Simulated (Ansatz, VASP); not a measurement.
One calculation of Ti, two programs

```
Ti
1.0
     2.90080    0.00000    0.00000
    -1.45040    2.51216    0.00000
     0.00000    0.00000    4.59044
Ti
2
Direct
  0.33333 0.66667 0.25000
  0.66667 0.33333 0.75000
```

Alike in both runs: functional PBEsol; k mesh 18 × 18 × 10; occupations gaussian, width 0.1 eV; no spin polarisation.

Ansatz relaxed the structure, and its values are those at the end. VASP's run is a single point on that final structure, the one shown.

|  | VASP | Ansatz |
| --- | --- | --- |
| version | VASP 6.6.1 | Ansatz 0.2.0 |
| potentials or method | VASP PAW PBE potentials, release 64 (Ti_sv), cutoff 520 eV | scalar-relativistic, plane waves, PAW |
| valence electrons in the cell | 24 | 24 |

```csv
,VASP,Ansatz,Ansatz less VASP
gap on the k mesh at the Fermi level (eV),none,none,-
pressure (GPa),-0.3,0.0,+0.31
```

VASP's potentials were made for PBE, not for PBEsol. A gap of «none» marks a metal or a gap that the smearing closes.
